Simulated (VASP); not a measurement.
Zn:

```
Zn
1.0
     0.00000    1.96478    1.96478
     1.96478    0.00000    1.96478
     1.96478    1.96478    0.00000
Zn
1
Cartesian
  0.0000 0.0000 0.0000
```

| Item | Value |
| --- | --- |
| Program | VASP 6.6.1 |
| Task | relaxation of cell and atoms |
| Functional | RPBE |
| Dispersion | D3(BJ) |
| Potentials or basis | VASP PAW PBE potentials, release 64 (Zn) |
| Cutoff | 600 eV |
| k mesh | 12 × 12 × 12 |
| Occupations | fermi-dirac, width 0.05 eV |
| Spin | no spin polarisation |

At the start: pressure -20.9 GPa; volume 15.17 Å³/atom.

**Question.** Where does the relaxation end?

**Answer.** Over 3 steps the energy falls by 252.9 meV/atom and the volume is 12.08 Å³/atom (-20.3 %); space group Fm-3m (No. 225, to 0.05 Å).

Step by step:
```
step  energy change (eV)  largest force (eV/Å)  pressure (GPa)  volume (Å³)
   1              0.0000                0.0000          -20.90        15.17
   2             -0.2179                0.0000           13.92        11.23
   3             -0.2529                0.0000            0.08        12.08
```

Final structure:
```
CELL_PARAMETERS angstrom
0.00000 1.82139 1.82139
1.82139 0.00000 1.82139
1.82139 1.82139 0.00000
ATOMIC_POSITIONS crystal
Zn 0.00000 0.00000 0.00000
```

Caveat: the volume moved by over 15 % at a fixed basis, so the end points are rough; the PAW data sets were made with another functional, which shifts forces and pressure a little; pairwise dispersion overbinds metals, which lowers pressure and volume.
